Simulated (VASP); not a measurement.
Here is a VASP 6.6.1 calculation.

INCAR

```
SYSTEM = Al2Cu
ALGO     = Fast           ! electronic algorithm
EDIFF    = 1E-6           ! SCF threshold, eV
ENCUT    = 520            ! plane-wave cutoff, eV
GGA      = PE             ! functional
ISIF     = 2              ! what is computed and relaxed
ISMEAR   = 0              ! smearing method
LASPH    = .True.         ! aspherical terms in the spheres
LCHARG   = .False.        ! write CHGCAR
LREAL    = .False.        ! projectors in reciprocal space
LWAVE    = .False.        ! write WAVECAR
NBANDS   = 26             ! bands
NELM     = 100            ! most SCF steps
PREC     = Accurate       ! precision mode
SIGMA    = 0.15           ! smearing width, eV
```

File KPOINTS:

```
k-points
0
Gamma
  10 10 10
  0 0 0
```

POSCAR

```
Al2Cu
1.0
   -3.1774500000      3.1774500000      2.3924500000
    3.1774500000     -3.1774500000      2.3924500000
    3.1774500000      3.1774500000     -2.3924500000
Al Cu
4 2
Direct
    0.1587211657      0.6587211657      0.8174423314
    0.6587211657      0.8412788343      0.5000000000
    0.8412788343      0.3412788343      0.1825576686
    0.3412788343      0.1587211657      0.5000000000
    0.7500000000      0.7500000000      0.0000000000
    0.2500000000      0.2500000000      0.0000000000
```

Potentials or basis: VASP PAW PBE potentials, release 64 (Al, Cu).

Run with:

```bash
$ cat potpaw_PBE.64/Al/POTCAR potpaw_PBE.64/Cu/POTCAR > POTCAR
$ mpirun -np 1 vasp_std > vasp.out
```

(1) What does it give for the largest force?

(2) What does it give for the pressure?

(3) What does it give for the band gap on the k mesh?

## Answers

(1) 0.106 eV/Å.

(2) -6.1 GPa.

(3) zero (bands 17 and 18 overlap by 4.57 eV).

Caveat: the cell stands under tension.
